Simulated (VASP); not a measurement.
# Pb (Fm-3m) in VASP: a series of runs

Runs on Pb. Level: RPBE+D3(BJ). Tasks: single point.

All numbers are computed with VASP 6.6.1; they aren't measurements. Logs are shortened: lines on timing, memory, paths and dates and some standing lists are left out, and cuts for length are marked.

## 1. The cell of the first run

Symmetry: Fm-3m, No. 225, cubic system. Conventional cell: a = 4.849 Å, b = 4.849 Å, c = 4.849 Å, α = 90.00°, β = 90.00°, γ = 90.00°. Within 4.5 Å of Pb (site symmetry m-3m) lie 12 Pb at 3.43 Å.

## 2. Single point, RPBE+D3(BJ), non-collinear spin, typed start, spin-orbit coupling (28.50 Å³/atom)

The input, INCAR:

```
PREC = Accurate
ENCUT = 520
EDIFF = 1E-6
ISMEAR = -1
SIGMA = 0.025
LREAL = F
LASPH = T
NELM = 150
ALGO = Fast
ISIF = 2
LWAVE = F
LCHARG = F
MAGMOM = 0.289 0.289 0.289
LORBIT = 11
LSORBIT = T
GGA_COMPAT = F
LORBMOM = T
GGA = RP
IVDW = 12
NBANDS = 25
```

The input, KPOINTS:

```
regular mesh
0
Gamma
  7 7 7
```

The input, POSCAR:

```
Pb
1.0
    0.0000000000      2.4244952108      2.4244952108
    2.4244952108      0.0000000000      2.4244952108
    2.4244952108      2.4244952108      0.0000000000
Pb
1
Direct
    0.0000000000      0.0000000000      0.0000000000
```

Potentials or basis: VASP PAW PBE potentials, release 64 (Pb_d).

Launch:

```sh
cat potpaw_PBE.64/Pb_d/POTCAR > POTCAR
mpirun -np 1 vasp_ncl > vasp.out
```

OUTCAR:

```text
PREC = Accurate
   ENCUT = 520
   EDIFF = 1E-6
   ISMEAR = -1
   LREAL = F
   LASPH = T
   NELM = 150
   ISIF = 2
   LORBIT = 11
   LSORBIT = T
   GGA = RP
   IVDW = 12
 IVDW          = 12

 ion  position               nearest neighbor table
   1  0.000  0.000  0.000-

  LATTYP: Found a face centered cubic cell.
 ALAT       =     4.8489904216

  Lattice vectors:

 A1 = (   0.0000000000,   2.4244952108,   2.4244952108)
 A2 = (   2.4244952108,   0.0000000000,   2.4244952108)
 A3 = (   2.4244952108,   2.4244952108,   0.0000000000)

Analysis of symmetry for initial positions (statically):
=====================================================================
 Subroutine PRICEL returns:
 Original cell was already a primitive cell.

 Routine SETGRP: Setting up the symmetry group for a
 face centered cubic supercell.

 Subroutine GETGRP returns: Found 48 space group operations
 (whereof 48 operations were pure point group operations)
 out of a pool of 48 trial point group operations.

The static configuration has the point symmetry O_h .

Analysis of symmetry for dynamics (positions and initial velocities):
=====================================================================
 Subroutine PRICEL returns:
 Original cell was already a primitive cell.

 Routine SETGRP: Setting up the symmetry group for a
 face centered cubic supercell.

 Subroutine GETGRP returns: Found 48 space group operations
 (whereof 48 operations were pure point group operations)
 out of a pool of 48 trial point group operations.

The dynamic configuration has the point symmetry O_h .

Analysis of structural, dynamic, and magnetic symmetry:
=====================================================================
 Subroutine PRICEL returns:
 Original cell was already a primitive cell.

 Routine SETGRP: Setting up the symmetry group for a
 face centered cubic supercell.

 Subroutine GETGRP returns: Found  6 space group operations
 (whereof  6 operations were pure point group operations)
 out of a pool of 48 trial point group operations.

The overall configuration has the point symmetry S_6 .

 Subroutine INISYM returns: Found  6 space group operations
 (whereof  6 operations are pure point group operations),
 and found     1 'primitive' translations

[... 145 lines left out ...]
 cond. band min:       8.3040203420   @ k =  -0.4286   0.4286   0.0000
 fundamental gap:      0.4546684413
 Fermi energy:         7.8997940685

 k-point     1 :       0.0000    0.0000    0.0000
  band No.  band energies     occupation
      1     -10.4532      1.00000
      2     -10.4532      1.00000
      3     -10.4532      1.00000
      4     -10.4532      1.00000
      5      -7.9875      1.00000
      6      -7.9875      1.00000
[... 661 lines left out ...]
     24      20.5870      0.00000
     25      23.1552      0.00000

 [... further k-points ...]

------------------------ aborting loop because EDIFF is reached ----------------------------------------

 Edisp (eV)   -2.69871

 E8    (eV) :    -1.9574

  FORCE on cell =-STRESS in cart. coord.  units (eV):
  Direction    XX          YY          ZZ          XY          YZ          ZX
  --------------------------------------------------------------------------------------
  -------------------------------------------------------------------------------------
  Total      -2.61917    -2.61917    -2.61917     0.00001     0.00001     0.00001
  in kB    -147.22464  -147.22464  -147.22464     0.00053     0.00053     0.00053
  external pressure =     -147.22 kB  Pullay stress =        0.00 kB

 VOLUME and BASIS-vectors are now :
 -----------------------------------------------------------------------------
  energy-cutoff  :      520.00
  volume of cell :       28.50
      direct lattice vectors                 reciprocal lattice vectors
     0.000000000  2.424495211  2.424495211    -0.206228496  0.206228496  0.206228496
     2.424495211  0.000000000  2.424495211     0.206228496 -0.206228496  0.206228496
     2.424495211  2.424495211  0.000000000     0.206228496  0.206228496 -0.206228496

 POSITION                                       TOTAL-FORCE (eV/Angst)
 -----------------------------------------------------------------------------------
      0.00000      0.00000      0.00000         0.000000      0.000000      0.000000
 -----------------------------------------------------------------------------------
    total drift:                               -0.000000     -0.000000     -0.000000

  FREE ENERGIE OF THE ION-ELECTRON SYSTEM (eV)
  ---------------------------------------------------
  free  energy   TOTEN  =        -6.3239671109 eV

  energy  without entropy=       -6.3225369323  energy(sigma->0) =       -6.32325202

 orbital moment (x)

 # of ion     p       d       tot
 ----------------------------------------
  1        -0.000  -0.000  -0.000
 ----------------------------------------
           -0.000  -0.000  -0.000

 orbital moment (y)

 # of ion     p       d       tot
 ----------------------------------------
  1        -0.000  -0.000  -0.000
 ----------------------------------------
           -0.000  -0.000  -0.000

 orbital moment (z)

 # of ion     p       d       tot
 ----------------------------------------
  1        -0.000  -0.000  -0.000
 ----------------------------------------
           -0.000  -0.000  -0.000

 Spin-Orbit-Coupling matrix elements

 Ion:    1  E_soc:     -1.1417958
 l=   1
     0.0000000    -0.1227390    -0.1227390
    -0.1227390     0.0000000    -0.1227390
    -0.1227390    -0.1227390     0.0000000
 l=   2
     0.0000000    -0.0135755     0.0000000    -0.0135755    -0.0539848
    -0.0135755     0.0000000    -0.0404886    -0.0135755    -0.0134962
     0.0000000    -0.0404886     0.0000000    -0.0404886     0.0000000
    -0.0135755    -0.0135755    -0.0404886     0.0000000    -0.0134962
    -0.0539848    -0.0134962     0.0000000    -0.0134962     0.0000000
 l=   3
     0.0000000     0.0000000     0.0000000     0.0000000     0.0000000     0.0000000     0.0000000
     0.0000000     0.0000000     0.0000000     0.0000000     0.0000000     0.0000000     0.0000000
     0.0000000     0.0000000     0.0000000     0.0000000     0.0000000     0.0000000     0.0000000
     0.0000000     0.0000000     0.0000000     0.0000000     0.0000000     0.0000000     0.0000000
     0.0000000     0.0000000     0.0000000     0.0000000     0.0000000     0.0000000     0.0000000
     0.0000000     0.0000000     0.0000000     0.0000000     0.0000000     0.0000000     0.0000000
     0.0000000     0.0000000     0.0000000     0.0000000     0.0000000     0.0000000     0.0000000

 total charge

# of ion       s       p       d       tot
------------------------------------------
    1        1.410   0.789   9.815  12.015

 magnetization (x)

# of ion       s       p       d       tot
------------------------------------------
    1       -0.000   0.000  -0.000   0.000

 magnetization (y)

# of ion       s       p       d       tot
------------------------------------------
    1       -0.000   0.000  -0.000   0.000

 magnetization (z)

# of ion       s       p       d       tot
------------------------------------------
    1       -0.000   0.000  -0.000   0.000
```

Run time: 4.1 min. Hardware: 1 thread of Intel Xeon 8259CL, shared host; peak memory 0.28 GiB.

What came out:

```
Free energy                                           : -6.3240 eV
Pressure                                              : -14.7 GPa
Net moment                                            : 0.00 μB per cell
Valence electrons inside the program's atomic spheres : Pb 12.02
Dispersion energy per atom                            : -2.699 eV
```

Moments on the atoms (μB; x, y, z):
```
Pb  0.00 0.00 0.00
```

Caveat: the cell stands under tension; the dispersion term is far too large for a dense solid, which distorts pressure and volume; the PAW data sets were made with another functional, which shifts forces and pressure a little.

## 3. Single point, RPBE+D3(BJ), non-collinear spin, typed start, spin-orbit coupling (29.11 Å³/atom)

This run uses another cell than the first one, of 29.11 Å³/atom.

The input, INCAR:

```
SYSTEM = Pb
PREC = Accurate
ENCUT = 520
EDIFF = 1E-7
ISMEAR = -1
SIGMA = 0.025
LREAL = .False.
LASPH = .True.
NELM = 150
ALGO = Normal
ISIF = 2
LWAVE = .False.
LCHARG = .True.
MAGMOM = 0.289 0.289 0.289
LORBIT = 11
LSORBIT = .True.
GGA_COMPAT = .False.
LORBMOM = .True.
GGA = RP
IVDW = 12
LVHAR = .True.
NBANDS = 25
```

The input, KPOINTS:

```
Automatic mesh
0
Gamma
  7 7 7
  0 0 0
```

The input, POSCAR:

```
Pb
1.0
    0.0000000000      2.4415696833      2.4415696833
    2.4415696833      0.0000000000      2.4415696833
    2.4415696833      2.4415696833      0.0000000000
Pb
1
Direct
    0.0000000000      0.0000000000      0.0000000000
```

Potentials or basis: VASP PAW PBE potentials, release 64 (Pb_d).

Launch:

```sh
cat potpaw_PBE.64/Pb_d/POTCAR > POTCAR
mpirun -np 1 vasp_ncl > vasp.out
```

Wall time 3.2 min (1 thread of Intel Xeon 8259CL, shared host); peak memory 0.29 GiB.

It converged, with:

- Free energy: -6.2673 eV
- Pressure: -15.3 GPa
- Net moment: 0.00 μB per cell
- Valence electrons inside the program's atomic spheres: Pb 12.00
- Dispersion energy per atom: -2.613 eV

Moments on the atoms (μB; x, y, z):
```
Pb  0.00 0.00 0.00
```

Caveat: the cell stands under tension; the dispersion term is far too large for a dense solid, which distorts pressure and volume; the PAW data sets were made with another functional, which shifts forces and pressure a little.

(Continued in part 2 of 2.)
